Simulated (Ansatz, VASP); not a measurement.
**One calculation of Ir, two programs**

```xyz
2
Lattice="2.7492 0.0000 0.0000 -1.3746 2.3809 0.0000 0.0000 0.0000 4.4492" Properties=species:S:1:pos:R:3 pbc="T T T"
Ir    0.0000    1.5873    1.1123
Ir    1.3746    0.7936    3.3369
```

Alike in both runs: functional PBE; k mesh 17 × 17 × 9; occupations fermi-dirac, width 0.05 eV; no spin polarisation.

Ansatz relaxed the structure, and its values are those at the end. VASP's run is a single point on that final structure, the one shown.

|  | VASP | Ansatz |
| --- | --- | --- |
| version | VASP 6.6.1 | Ansatz 0.2.0 |
| potentials or method | VASP PAW PBE potentials, release 64 (Ir), cutoff 520 eV | all-electron LAPW, scalar-relativistic |

Ansatz gave:

```
pressure (GPa) : 0.0
```

Problem. What did VASP give for the same quantities?

Solution. Pressure (GPa): 0.6.

Ansatz ran all-electron here, and VASP with PAW potentials.

Neither program's run includes spin-orbit coupling.
